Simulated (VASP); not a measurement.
# TePb (Fm-3m) in VASP: notebook

Runs on TePb. Level: PBE. Tasks: density of states.

Everything below comes from runs of VASP 6.6.1. Logs are shortened: lines on timing, memory, paths and dates and some standing lists are left out, and cuts for length are marked.

## (1) The cell of the first run

Symmetry: Fm-3m, No. 225, cubic system. The conventional cell has a = 6.572 Å, b = 6.572 Å, c = 6.572 Å, α = 90.00°, β = 90.00°, γ = 90.00°. Within 4.3 Å of Te (site symmetry m-3m) lie 6 Pb at 3.29 Å. Within 4.3 Å of Pb (site symmetry m-3m) lie 6 Te at 3.29 Å.

## (2) Density of states, PBE

The input, POSCAR:

```
TePb
1.0
    0.0000000000      3.2860507263      3.2860507263
    3.2860507263      0.0000000000      3.2860507263
    3.2860507263      3.2860507263      0.0000000000
Te Pb
1 1
Direct
    0.5000000000      0.5000000000      0.5000000000
    0.0000000000      0.0000000000      0.0000000000
```

The input, INCAR.step1:

```
  ALGO = Normal
  EDIFF = 1E-6
  ENCUT = 520
  GGA = PE
  ISIF = 2
  ISMEAR = 0
  LASPH = True
  LCHARG = True
  LREAL = False
  LWAVE = False
  NBANDS = 17
  NELM = 80
  PREC = Accurate
  SIGMA = 0.02
```

The input, KPOINTS.step1:

```
k-points
0
Gamma
  8 8 8
```

The input, INCAR.step2:

```
  ALGO = Normal
  EDIFF = 1E-6
  ENCUT = 520
  GGA = PE
  ICHARG = 11
  ISIF = 2
  ISMEAR = -5
  LASPH = True
  LCHARG = False
  LORBIT = 10
  LREAL = False
  LWAVE = False
  NBANDS = 17
  NEDOS = 1001
  NELM = 80
  PREC = Accurate
  SIGMA = 0.02
```

The input, KPOINTS.step2:

```
k-points
0
Gamma
  12 12 12
```

Potentials or basis: VASP PAW PBE potentials, release 64 (Te, Pb_d).

Command:

```console
$ cat potpaw_PBE.64/Te/POTCAR potpaw_PBE.64/Pb_d/POTCAR > POTCAR
$ cp INCAR.step1 INCAR
$ cp KPOINTS.step1 KPOINTS
$ mpirun -np 1 vasp_std > vasp.out
$ cp INCAR.step2 INCAR
$ cp KPOINTS.step2 KPOINTS
$ mpirun -np 1 vasp_std > vasp.out
```

OUTCAR:

```text
EDIFF = 1E-6
   ENCUT = 520
   GGA = PE
   ICHARG = 11
   ISIF = 2
   ISMEAR = -5
   LASPH = True
   LORBIT = 10
   LREAL = False
   NELM = 80
   PREC = Accurate

 ion  position               nearest neighbor table
   1  0.500  0.500  0.500-   2 3.29   2 3.29   2 3.29   2 3.29   2 3.29   2 3.29
   2  0.000  0.000  0.000-   1 3.29   1 3.29   1 3.29   1 3.29   1 3.29   1 3.29

  LATTYP: Found a face centered cubic cell.
 ALAT       =     6.5721014526

  Lattice vectors:

 A1 = (   0.0000000000,   3.2860507263,   3.2860507263)
 A2 = (   3.2860507263,   0.0000000000,   3.2860507263)
 A3 = (   3.2860507263,   3.2860507263,   0.0000000000)

Analysis of symmetry for initial positions (statically):
=====================================================================
 Subroutine PRICEL returns:
 Original cell was already a primitive cell.

 Routine SETGRP: Setting up the symmetry group for a
 face centered cubic supercell.

 Subroutine GETGRP returns: Found 48 space group operations
 (whereof 48 operations were pure point group operations)
 out of a pool of 48 trial point group operations.

The static configuration has the point symmetry O_h .

Analysis of symmetry for dynamics (positions and initial velocities):
=====================================================================
 Subroutine PRICEL returns:
 Original cell was already a primitive cell.

 Routine SETGRP: Setting up the symmetry group for a
 face centered cubic supercell.

 Subroutine GETGRP returns: Found 48 space group operations
 (whereof 48 operations were pure point group operations)
 out of a pool of 48 trial point group operations.

The dynamic configuration has the point symmetry O_h .

 Subroutine INISYM returns: Found 48 space group operations
 (whereof 48 operations are pure point group operations),
 and found     1 'primitive' translations

----------------------------------------------------------------------------------------

                                     Primitive cell

  volume of cell :      70.9664

  direct lattice vectors                    reciprocal lattice vectors
     0.000000000  3.286050726  3.286050726    -0.152158333  0.152158333  0.152158333
     3.286050726  0.000000000  3.286050726     0.152158333 -0.152158333  0.152158333
     3.286050726  3.286050726  0.000000000     0.152158333  0.152158333 -0.152158333

  length of vectors
     4.647177504  4.647177504  4.647177504     0.263545963  0.263545963  0.263545963

  position of ions in fractional coordinates (direct lattice)
     0.500000000  0.500000000  0.500000000
     0.000000000  0.000000000  0.000000000

  ion indices of the primitive-cell ions
   primitive index   ion index
                 1           1
                 2           2

----------------------------------------------------------------------------------------

 KPOINTS: k-points

Automatic generation of k-mesh.
 Grid dimensions read from file:
 generate k-points for:   12   12   12

 Generating k-lattice:

  Cartesian coordinates                     Fractional coordinates (reciprocal lattice)
    -0.012679861  0.012679861  0.012679861     0.083333333  0.000000000  0.000000000
     0.012679861 -0.012679861  0.012679861     0.000000000  0.083333333  0.000000000
     0.012679861  0.012679861 -0.012679861     0.000000000  0.000000000  0.083333333

  Length of vectors
     0.021962164  0.021962164  0.021962164

  Shift w.r.t. Gamma in fractional coordinates (k-lattice)
     0.000000000  0.000000000  0.000000000

 TETIRR: Found    247 inequivalent tetrahedra from    10368

 Subroutine IBZKPT returns following result:
 ===========================================

 Found     72 irreducible k-points:

 Following reciprocal coordinates:
            Coordinates               Weight
  0.000000  0.000000  0.000000      1.000000
  0.083333  0.000000  0.000000      8.000000
  0.166667  0.000000  0.000000      8.000000
  0.250000  0.000000  0.000000      8.000000
  0.333333  0.000000  0.000000      8.000000
  0.416667  0.000000  0.000000      8.000000
[... 16 lines left out ...]
  0.500000  0.166667  0.000000     24.000000
 -0.416667  0.166667  0.000000     24.000000
 [... further k-points ...]
   k-points           NKPTS =     72   k-points in BZ     NKDIM =     72   number of bands    NBANDS=     17
   number of dos      NEDOS =   1001   number of ions     NIONS =      2
   total plane-waves  NPLWV =  46656
   dimension x,y,z NGX =    36 NGY =   36 NGZ =   36
   dimension x,y,z NGXF=    72 NGYF=   72 NGZF=   72
   ions per type =               1   1
   NGX,Y,Z   is equivalent  to a cutoff of  12.88, 12.88, 12.88 a.u.
   NGXF,Y,Z  is equivalent  to a cutoff of  25.76, 25.76, 25.76 a.u.
 SYSTEM =  unknown system
   PREC   = accura    normal or accurate (medium, high low for compatibility)
   ISTART =      0    job   : 0-new  1-cont  2-samecut
   ICHARG =     11    charge: 1-file 2-atom 10-const
   ISPIN  =      1    spin polarized calculation?
   LNONCOLLINEAR =      F non collinear calculations
   LSORBIT =      F    spin-orbit coupling
   LASPH  =      T    aspherical Exc in radial PAW
   ENCUT  =  520.0 eV  38.22 Ry    6.18 a.u.   8.64  8.64  8.64*2*pi/ulx,y,z
   NELM   =     80;   NELMIN=  2; NELMDL=  0     # of ELM steps
   EDIFF  = 0.1E-05   stopping-criterion for ELM
   LREAL  =      F    real-space projection
   EDIFFG = 0.1E-04   stopping-criterion for IOM
   NSW    =      0    number of steps for IOM
   IBRION =     -1    ionic relax: 0-MD 1-quasi-New 2-CG
   NFREE  =      0    steps in history (QN), initial steepest desc. (CG)
   ISIF   =      2    stress and relaxation
   ISYM   =      2    0-nonsym 1-usesym 2-fastsym
   POTIM  = 0.5000    time-step for ionic-motion
   TEBEG  =    0.0;   TEEND  =   0.0 temperature during run
   PSTRESS=    0.0 pullay stress
   NELECT =      20.0000    total number of electrons
   NUPDOWN=      -1.0000    fix difference up-down
   EMIN   =  10.00;   EMAX   =-10.00  energy-range for DOS
   EFERMI =   0.00;   METHOD = LEGACY
   ISMEAR =    -5;   SIGMA  =   0.02  broadening in eV -4-tet -1-fermi 0-gaus
   EFERMI_NEDOS =   21; number of points for ismear=-14 and -15
   IALGO  =     38    algorithm
   IMIX   =      4    mixing-type and parameters
     AMIX     =   0.40;   BMIX     =  1.00
     AMIX_MAG =   1.60;   BMIX_MAG =  1.00
  volume/ion in A,a.u.               =      35.48       239.45
  Fermi-wavevector in a.u.,A,eV,Ry     =   1.073332  2.028303 15.674465  1.152041
  Thomas-Fermi vector in A             =   2.209128
   LORBIT       =     10    0 simple, 1 ext, 2 COOP (PROOUT), +10 PAW based schemes
   GGA     = PE    functional components
   LHFCALC =     F    Hartree Fock is set to
   AEXX    =    0.0000 exact exchange contribution
   IVDW    =     0    specifies the selected vdW correction
   LEPSILON=     F    determine dielectric tensor
   LRPA    =     F    only Hartree local field effects (RPA)
 non-spin polarized calculation
 Fermi weights with tetrahedron method with Bloechl corrections
  energy-cutoff  :      520.00
  volume of cell :       70.97
 maximum number of plane-waves:      1932

 number of electron      19.9999999 magnetization

 Free energy of the ion-electron system (eV)
  ---------------------------------------------------
  ext. energy  EPLUGINS =         0.00000000
  ---------------------------------------------------
  free energy    TOTEN  =        -7.52302882 eV

  energy without entropy =       -7.52302882  energy(sigma->0) =       -7.52302882

 E-fermi :   4.9977     XC(G=0):  -9.0738

 val. band max:        4.9790880580   @ k =   0.5000   0.0000   0.0000
 cond. band min:       5.8137034603   @ k =   0.5000   0.0000   0.0000
 fundamental gap:      0.8346154023
 Fermi energy:         4.9977225777

 k-point     1 :       0.0000    0.0000    0.0000
  band No.  band energies     occupation
      1     -11.6633      2.00000
      2     -11.6633      2.00000
      3     -11.6549      2.00000
      4     -11.6549      2.00000
      5     -11.6549      2.00000
      6      -6.6248      2.00000
[... 9 lines left out ...]
     16      10.8968      0.00000
     17      12.4061      0.00000

 k-point     2 :       0.0833    0.0000    0.0000
  band No.  band energies     occupation
      1     -11.6638      2.00000
      2     -11.6638      2.00000
      3     -11.6548      2.00000
      4     -11.6542      2.00000
      5     -11.6542      2.00000
      6      -6.5692      2.00000
[... 9 lines left out ...]
     16      11.0251      0.00000
     17      12.8428      0.00000

 k-point     3 :       0.1667    0.0000    0.0000
  band No.  band energies     occupation
      1     -11.6657      2.00000
      2     -11.6657      2.00000
      3     -11.6543      2.00000
      4     -11.6518      2.00000
      5     -11.6518      2.00000
      6      -6.4054      2.00000
[... 9 lines left out ...]
     16      11.3834      0.00000
     17      13.8599      0.00000

 k-point     4 :       0.2500    0.0000    0.0000
  band No.  band energies     occupation
      1     -11.6686      2.00000
      2     -11.6686      2.00000
      3     -11.6537      2.00000
      4     -11.6483      2.00000
      5     -11.6483      2.00000
      6      -6.1442      2.00000
[... 9 lines left out ...]
     16      11.9477      0.00000
     17      15.0577      0.00000
[... 343 lines left out ...]
      1     -11.6824      2.00000
      2     -11.6662      2.00000
      3     -11.6542      2.00000
      4     -11.6441      2.00000
      5     -11.6406      2.00000
      6      -5.5536      2.00000
[... 9 lines left out ...]
     16      14.2742      0.00000
     17      14.8740      0.00000

 k-point    23 :       0.5000    0.1667    0.0000
  band No.  band energies     occupation
      1     -11.6826      2.00000
      2     -11.6691      2.00000
      3     -11.6519      2.00000
      4     -11.6435      2.00000
      5     -11.6397      2.00000
      6      -5.2846      2.00000
[... 9 lines left out ...]
     16      14.4100      0.00000
     17      14.8389      0.00000

 k-point    24 :      -0.4167    0.1667    0.0000
  band No.  band energies     occupation
      1     -11.6806      2.00000
      2     -11.6712      2.00000
      3     -11.6505      2.00000
      4     -11.6435      2.00000
      5     -11.6407      2.00000
      6      -5.2322      2.00000
[... 9 lines left out ...]
     16      13.4951      0.00000
     17      15.5496      0.00000

 [... further k-points ...]

------------------------ aborting loop because EDIFF is reached ----------------------------------------

  FORCE on cell =-STRESS in cart. coord.  units (eV):
  Direction    XX          YY          ZZ          XY          YZ          ZX
  --------------------------------------------------------------------------------------
  -------------------------------------------------------------------------------------
  Total       -0.0375225     -0.0375225     -0.0375225      0.0000000      0.0000000     -0.0000000
  in kB       -0.8471293     -0.8471293     -0.8471293      0.0000000      0.0000000     -0.0000000
  external PRESSURE =      -0.8471293 kB  Pullay stress =       0.0000000 kB

 VOLUME and BASIS-vectors are now :
 -----------------------------------------------------------------------------
  energy-cutoff  :      520.00
  volume of cell :       70.97
      direct lattice vectors                 reciprocal lattice vectors
     0.000000000  3.286050726  3.286050726    -0.152158333  0.152158333  0.152158333
     3.286050726  0.000000000  3.286050726     0.152158333 -0.152158333  0.152158333
     3.286050726  3.286050726  0.000000000     0.152158333  0.152158333 -0.152158333

 POSITION                                       TOTAL-FORCE (eV/Angst)
 -----------------------------------------------------------------------------------
      3.28605      3.28605      3.28605         0.000000      0.000000      0.000000
      0.00000      0.00000      0.00000         0.000000      0.000000     -0.000000
 -----------------------------------------------------------------------------------
    total drift:                               -0.000000      0.000000      0.000000

  FREE ENERGIE OF THE ION-ELECTRON SYSTEM (eV)
  ---------------------------------------------------
  free  energy   TOTEN  =        -7.5230288209 eV

  energy  without entropy=       -7.5230288209  energy(sigma->0) =       -7.52302882

 total charge

# of ion       s       p       d       tot
------------------------------------------
    1        1.373   1.990   0.015   3.378
    2        1.462   0.550   9.830  11.843
--------------------------------------------------
tot          2.835   2.540   9.845  15.220
```

It took 33 s on 1 thread of Intel Xeon 6975P-C (Granite Rapids), shared host; peak memory 0.24 GiB.

Results:

```
Valence electrons inside the program's atomic spheres : Te 3.38; Pb 11.84
```

Caveat: spin-orbit coupling is left out, which moves the levels of the heavy elements.

(Part 1 of 2 ends here.)
